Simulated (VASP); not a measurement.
A run of VASP 6.6.1 is set up as follows.

POSCAR

```
YAl2Sb2
1.0
    4.5596730000      0.0000000000      0.0000000000
   -2.2798360000      3.9487960000      0.0000000000
    0.0000000000      0.0000000000      7.2640300000
Y Sb Al
1 2 2
Direct
    0.0000000000      0.0000000000      0.0000000000
    0.3333000000      0.6667000000      0.2573000000
    0.6667000000      0.3333000000      0.7427000000
    0.3333000000      0.6667000000      0.6420000000
    0.6667000000      0.3333000000      0.3580000000
```

File INCAR.step1:

```
  PREC = Accurate
  ENCUT = 520
  ISMEAR = -1
  SIGMA = 0.1
  LREAL = False
  LASPH = True
  NELM = 60
  NBANDS = 22
  GGA = PE
  ALGO = Normal
  EDIFF = 1E-4
  LWAVE = True
  LCHARG = False
```

File INCAR.step2:

```
  PREC = Accurate
  ENCUT = 520
  EDIFF = 1E-7
  ISMEAR = -1
  SIGMA = 0.1
  LREAL = False
  LASPH = True
  NELM = 60
  ALGO = Normal
  ISIF = 2
  LWAVE = False
  LCHARG = False
  METAGGA = R2SCAN
  LMIXTAU = True
  NBANDS = 22
  ISTART = 1
```

KPOINTS

```
regular mesh
0
Gamma
  9 9 5
```

Potentials or basis: VASP PAW PBE potentials, release 64 (Y_sv, Sb, Al).

Launch:

```console
$ cat potpaw_PBE.64/Y_sv/POTCAR potpaw_PBE.64/Sb/POTCAR potpaw_PBE.64/Al/POTCAR > POTCAR
$ cp INCAR.step1 INCAR
$ mpirun -np 1 vasp_std > vasp.out
$ cp INCAR.step2 INCAR
$ mpirun -np 1 vasp_std > vasp.out
```

(1) Predict the band gap on the k mesh.

(2) What does it give for the largest force?

(3) What does it give for the pressure?

## Answers

(1) zero (an odd number of electrons rules out a gap without spin polarisation).

(2) 0.340 eV/Å.

(3) 0.4 GPa.

Caveat: the PAW data sets were made with another functional, which shifts forces and pressure a little; spin-orbit coupling is left out, which moves the levels of the heavy elements.
